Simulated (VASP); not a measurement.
Input of a VASP 6.6.1 run:

INCAR

```
SYSTEM = Ni
PREC     = Accurate       ! precision mode
ENCUT    = 520            ! plane-wave cutoff, eV
EDIFF    = 1E-6           ! SCF threshold, eV
ISMEAR   = 0              ! smearing method
SIGMA    = 0.05           ! smearing width, eV
LREAL    = .FALSE.        ! projectors in reciprocal space
LASPH    = .TRUE.         ! aspherical terms in the spheres
NELM     = 60             ! most SCF steps
ALGO     = Normal         ! electronic algorithm
ISIF     = 2              ! what is computed and relaxed
LWAVE    = .FALSE.        ! write WAVECAR
LCHARG   = .FALSE.        ! write CHGCAR
GGA      = PE             ! functional
NBANDS   = 11             ! bands
```

The input KPOINTS:

```
Automatic mesh
0
G
  20 20 20
  0 0 0
```

File POSCAR:

```
Ni
1.0
   -1.4006336540      1.4006336540      1.4006336540
    1.4006336540     -1.4006336540      1.4006336540
    1.4006336540      1.4006336540     -1.4006336540
Ni
1
Direct
    0.0000000000      0.0000000000      0.0000000000
```

Potentials or basis: VASP PAW PBE potentials, release 64 (Ni).

Launch:

```bash
$ cat potpaw_PBE.64/Ni/POTCAR > POTCAR
$ mpirun -np 1 vasp_std > vasp.out
```

Problem. What does it give for the band gap on the k mesh?

Solution. Zero (band 5 reaches 9.41 eV, above the bottom of band 6 at 8.42 eV).

Problem. Predict the pressure.

Solution. -2.0 GPa.

Caveat: the run has no spin polarisation, though such a crystal can be magnetic. Spin polarisation is off, so any magnetic state and its effect on volume and gap are missing.
